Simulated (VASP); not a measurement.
Wanted: the native input for a VASP 6.6.1 run.

* Task: single point
* Functional: LDA
* Potentials or basis: VASP PAW LDA potentials, release 64 (Si)
* Cutoff: 520 eV
* k mesh: 10 × 10 × 10
* Occupations: gaussian, width 0.03 eV
* Spin: no spin polarisation
* Dipole correction: no
* Further INCAR settings: ALGO = Normal; EDIFF = 1e-06; NBANDS = 11

The structure of Si lies in POSCAR:

```
Si
1.0
    0.0000000000      2.7016643793      2.7016643793
    2.7016643793      0.0000000000      2.7016643793
    2.7016643793      2.7016643793      0.0000000000
Si
2
Direct
    0.5000000000      0.5000000000      0.5000000000
    0.7500000000      0.7500000000      0.7500000000
```

The input as run:

INCAR

```
PREC     = Accurate       # precision mode
ENCUT    = 520            # plane-wave cutoff, eV
EDIFF    = 1E-6           # SCF threshold, eV
ISMEAR   = 0              # smearing method
SIGMA    = 0.03           # smearing width, eV
LREAL    = F              # projectors in reciprocal space
LASPH    = T              # aspherical terms in the spheres
NELM     = 80             # most SCF steps
ALGO     = Normal         # electronic algorithm
ISIF     = 2              # what is computed and relaxed
LWAVE    = F              # write WAVECAR
LCHARG   = T              # write CHGCAR
LELF     = T              # ELF
LVHAR    = T            
NBANDS   = 11             # bands
```

KPOINTS

```
regular mesh
0
Gamma
  10 10 10
```

Potentials or basis: VASP PAW LDA potentials, release 64 (Si).

Launch:

```sh
$ cat potpaw_LDA.64/Si/POTCAR > POTCAR
$ mpirun -np 1 vasp_std > vasp.out
```

It gave:

```yaml
Pressure: 0.0 GPa
Band_gap_on_the_k_mesh: 0.45 eV, indirect (least direct gap 2.53 eV)
```

It took 6.3 s on 1 thread of Intel(R) Xeon(R) 6975P-C (Granite Rapids), on a shared host, peak memory 0.14 GiB.
